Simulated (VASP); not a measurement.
A run of VASP 6.6.1 is set up as follows.

INCAR

```
SYSTEM = WC
PREC = Accurate
ENCUT = 520
EDIFF = 1E-6
ISMEAR = -1
SIGMA = 0.08
LREAL = .False.
LASPH = .True.
NELM = 80
ALGO = Normal
ISIF = 2
LWAVE = .False.
LCHARG = .False.
GGA = PE
NBANDS = 16
```

File KPOINTS:

```
Automatic mesh
0
Gamma
  15 15 15
  0 0 0
```

POSCAR

```
WC
1.0
    0.0000000000      1.8873559924      1.8873559924
    1.8873559924      0.0000000000      1.8873559924
    1.8873559924      1.8873559924      0.0000000000
W C
1 1
Direct
    0.0000000000      0.0000000000      0.0000000000
    0.5000000000      0.5000000000      0.5000000000
```

Potentials or basis: VASP PAW PBE potentials, release 64 (W_sv, C).

Command:

```console
$ cat potpaw_PBE.64/W_sv/POTCAR potpaw_PBE.64/C/POTCAR > POTCAR
$ mpirun -np 1 vasp_std > vasp.out
```

Q: What does it give for the pressure?

A: 424.3 GPa.

Q: Estimate the band gap on the k mesh.

A: Zero (band 9 reaches 22.61 eV, above the bottom of band 10 at 16.80 eV).

Caveat: spin-orbit coupling is left out, which moves the levels of the heavy elements.
